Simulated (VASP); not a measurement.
A run of VASP 6.6.1:

File INCAR:

```
PREC = Accurate
ENCUT = 520
EDIFF = 1E-7
ISMEAR = 1
SIGMA = 0.3
LREAL = F
LASPH = T
NELM = 100
ALGO = Normal
ISIF = 2
LWAVE = F
LCHARG = F
GGA = CA
NBANDS = 21
```

File KPOINTS:

```
Automatic mesh
0
Gamma
  9 9 9
```

The input POSCAR:

```
Sn
1.0
    0.0000000000      3.2380799619      3.2380799619
    3.2380799619      0.0000000000      3.2380799619
    3.2380799619      3.2380799619      0.0000000000
Sn
2
Direct
    0.5000000000      0.5000000000      0.5000000000
    0.7500000000      0.7500000000      0.7500000000
```

Potentials or basis: VASP PAW LDA potentials, release 64 (Sn_d).

Run with:

```bash
$ cat potpaw_LDA.64/Sn_d/POTCAR > POTCAR
$ mpirun -np 1 vasp_std > vasp.out
```

Hardware: 1 thread of Intel(R) Xeon(R) Platinum 8259CL CPU @ 2.50GHz (Skylake/Cascade Lake), with other jobs on the host.

Estimate the wall time of this run.

Wall time 33 s on 1 thread of Intel(R) Xeon(R) Platinum 8259CL CPU @ 2.50GHz (Skylake/Cascade Lake), with other jobs on the host, peak memory 0.19 GiB. Counts: scf iterations 12, k points 35.
